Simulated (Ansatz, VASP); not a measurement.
## HgTe in VASP and in Ansatz

```
Hg Te
1.0
    -3.00444    3.00444    1.53833
     3.00444   -3.00444    1.53833
     3.00444    3.00444   -1.53833
Hg Te
1 1
Direct
  0.25000 0.75000 0.50000
  0.00000 0.00000 0.00000
```

Alike in both runs: task single point; functional r2SCAN; k mesh 8 × 8 × 8; occupations fermi-dirac, width 0.1 eV; no spin polarisation.

|  | VASP | Ansatz |
| --- | --- | --- |
| version | VASP 6.6.1 | Ansatz 0.2.0 |
| potentials or method | VASP PAW PBE potentials, release 64 (Hg, Te), cutoff 520 eV | plane waves, PAW |
| valence electrons in the cell | 18 | 36 |

Ansatz gave:

| Property | Result |
| --- | --- |
| pressure (GPa) | 0.5 |
| traceless stress, the component that is largest in VASP (GPa) | 0.96 |

Q: Estimate VASP's values.

A: Pressure (GPa): 0.6; traceless stress, the component that is largest in VASP (GPa): 1.01.

VASP's potentials were made for PBE, not for r2SCAN. The functional is the same, so the differences come from potentials, cutoffs and numerics. VASP's potentials hold 18 valence electrons a cell and Ansatz's 36, so a difference there can come from the potentials and not from the codes.

Neither program's run includes spin-orbit coupling.
